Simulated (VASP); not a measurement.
Write the native input for VASP 6.6.1 that does the following.

```yaml
Task: single point
Functional: PBEsol
Potentials_or_basis: VASP PAW PBE potentials, release 64 (Mo_sv)
Cutoff: 520 eV
k_mesh: 24 × 24 × 20
Occupations: gaussian, width 0.15 eV
Spin: no spin polarisation
Dipole_correction: no
Further_INCAR_settings: ALGO = Fast; EDIFF = 1e-06; NBANDS = 13
```

The structure of Mo lies in POSCAR:

```
Mo
1.0
    2.6913815451      0.0000000000      0.0000000000
   -1.3456907725      2.3308047893      0.0000000000
    0.0000000000      0.0000000000      2.6396589451
Mo
1
Direct
    0.0000000000      0.0000000000      0.5000000000
```

This cell differs from its parent crystal: ratio of the length along z to the lengths across it x 1.05, volume and fractional coordinates fixed.

These files were run (other wordings do the same):

INCAR

```
SYSTEM = Mo
PREC = Accurate
ENCUT = 520
EDIFF = 1E-6
ISMEAR = 0
SIGMA = 0.15
LREAL = .FALSE.
LASPH = .TRUE.
NELM = 60
ALGO = Fast
ISIF = 2
LWAVE = .FALSE.
LCHARG = .FALSE.
GGA = PS
NBANDS = 13
```

KPOINTS

```
regular mesh
0
G
  24 24 20
  0 0 0
```

Potentials or basis: VASP PAW PBE potentials, release 64 (Mo_sv).

The run is started by

```console
$ cat potpaw_PBE.64/Mo_sv/POTCAR > POTCAR
$ mpirun -np 1 vasp_std > vasp.out
```

It gave:

The pressure is -2.1 GPa and the band gap on the k mesh is zero (band 7 reaches 12.47 eV, above the bottom of band 8 at 10.60 eV).

Caveat: the PAW data sets were made with another functional, which shifts forces and pressure a little.

Run time: 74 s on 1 thread of Intel(R) Xeon(R) Platinum 8375C CPU @ 2.90GHz (Ice Lake) (shared host), peak memory 0.24 GiB.
